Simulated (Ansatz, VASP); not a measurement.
**Two plane-wave programs on Ge**

```
CELL_PARAMETERS angstrom
4.02269 0.00000 0.00000
-2.01134 3.48375 0.00000
0.00000 0.00000 18.86852
ATOMIC_POSITIONS crystal
Ge 0.33333 0.66667 0.27476
Ge 0.66667 0.33333 0.23849
Ge 0.66667 0.33333 0.52408
Ge 0.33333 0.66667 0.48781
```

Alike in both runs: task single point; functional PBE; dispersion D3(BJ); k mesh 9 × 9 × 1; occupations gaussian, width 0.1 eV; no spin polarisation.

```csv
,VASP,Ansatz
version,VASP 6.6.1,Ansatz 0.2.0
potentials or method,"VASP PAW PBE potentials, release 64 (Ge_d), cutoff 520 eV","scalar-relativistic, plane waves, PAW"
valence electrons in the cell,56,56
```

|  | VASP | Ansatz | Ansatz less VASP |
| --- | --- | --- | --- |
| gap on the k mesh at the Fermi level (eV) | 0.32 | 0.32 | 0.000 |
| least direct gap on the mesh (eV) | 0.32 | 0.32 | 0.000 |
| rms of the force components (eV/Å) | 0.060 | 0.060 | -0.0003 |

Atom by atom the forces differ by 0.000 eV/Å (rms over components).
